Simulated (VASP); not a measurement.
Input of a VASP 6.6.1 run:

INCAR

```
  PREC = Accurate
  ENCUT = 590
  EDIFF = 1E-7
  ISMEAR = 0
  SIGMA = 0.1
  LREAL = F
  LASPH = T
  NELM = 300
  ALGO = All
  ISIF = 3
  LWAVE = F
  LCHARG = F
  GGA = PE
  IBRION = 2
  NSW = 100
  EDIFFG = -0.01
  GGA_COMPAT = F
  NELMIN = 4
  ISEARCH = 1
  KPAR = 4
```

File KPOINTS:

```
regular mesh
0
Gamma
  12 12 2
```

POSCAR

```
Cu3Mo2
1.0
    2.6959081750      0.0000000000      0.0000000000
   -1.3479540875      2.3347249658      0.0000000000
    0.0000000000      0.0000000000     22.0633365396
Cu Mo
6 4
Direct
    0.0000000000      0.0000000000      0.8628207898
    0.3333333333      0.6666666667      0.7705053781
    0.3333333333      0.6666666667      0.0454516837
    0.0000000000      0.0000000000      0.1371792102
    0.6666666667      0.3333333333      0.2294946219
    0.6666666667      0.3333333333      0.9545483163
    0.3333333333      0.6666666667      0.3315434094
    0.6666666667      0.3333333333      0.4438081185
    0.3333333333      0.6666666667      0.5561918815
    0.6666666667      0.3333333333      0.6684565906
```

Potentials or basis: VASP PAW PBE potentials, release 64 (Cu, Mo_sv).

Command:

```sh
$ cat potpaw_PBE.64/Cu/POTCAR potpaw_PBE.64/Mo_sv/POTCAR > POTCAR
$ mpirun -np 4 vasp_std > vasp.out
```

(1) What does it give for the band gap on the k mesh?

(2) What does it give for the space group after relaxing (to 0.1 Å)?

Results:

(1) zero (bands 61 and 62 overlap by 1.71 eV).

(2) P-3m1 (No. 164).
